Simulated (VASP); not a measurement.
The system is LaIn3Au2.

```
In La Au
1.0
     5.95333    0.00000    0.00000
    -2.97667    5.15574    0.00000
     0.00000    0.00000    4.67597
In La Au
3 1 2
Direct
  0.50000 0.00000 0.50000
  0.50000 0.50000 0.50000
  0.00000 0.50000 0.50000
  0.00000 0.00000 0.00000
  0.33330 0.66670 0.00000
  0.66660 0.33330 0.00000
```

Base run:

- Program: VASP 6.6.1
- Functional: revPBE
- Potentials or basis: VASP PAW PBE potentials, release 64 (In_d, La, Au)
- Cutoff: 520 eV
- k mesh: 4 × 4 × 4
- Occupations: fermi-dirac, width 0.1 eV
- Spin: no spin polarisation

Its results: band gap on the k mesh zero (band 36 reaches 9.35 eV, above the bottom of band 37 at 7.72 eV); pressure 2.9 GPa.

Problem. The run is repeated on the same cell with these changes: functional from revPBE to PBE; occupations from fermi-dirac, width 0.1 eV to tetrahedron. What comes out?

Solution. Band gap on the k mesh zero (band 36 reaches 9.28 eV, above the bottom of band 37 at 7.64 eV); pressure 1.1 GPa.

Caveats: spin-orbit coupling is left out, which moves the levels of the heavy elements; the PAW data sets were made with another functional, which shifts forces and pressure a little (some runs).
